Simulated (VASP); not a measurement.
WS2, 6 atoms in the cell. The cell holds a slab with vacuum, 6 atoms: a = 3.160 Å, b = 3.160 Å, c = 23.804 Å, α = 90.00°, β = 90.00°, γ = 120.00°.  This cell differs from its parent crystal: layers slid over each other.

* Program: VASP 6.6.1
* Task: single point
* Functional: PBE
* Dispersion: D3(BJ)
* Potentials or basis: VASP PAW PBE potentials, release 64 (S, W_sv)
* Cutoff: 520 eV
* k mesh: 9 × 9 × 1
* Occupations: gaussian, width 0.05 eV
* Spin: no spin polarisation
* Dipole correction: yes
* Further INCAR settings: ALGO = Normal; EDIFF = 1e-07; NBANDS = 35

Potentials or basis: VASP PAW PBE potentials, release 64 (S, W_sv).

The run is started by

```console
$ cat potpaw_PBE.64/S/POTCAR potpaw_PBE.64/W_sv/POTCAR > POTCAR
$ mpirun -np 1 vasp_std > vasp.out
```

Hardware: 1 thread of Intel Xeon 8259CL (shared host).

**Question.** Estimate the wall time of this run.

**Answer.** It took 4.6 min on 1 thread of Intel Xeon 8259CL, on a shared host, peak memory 0.34 GiB. Counts: scf iterations 25, k points 12.
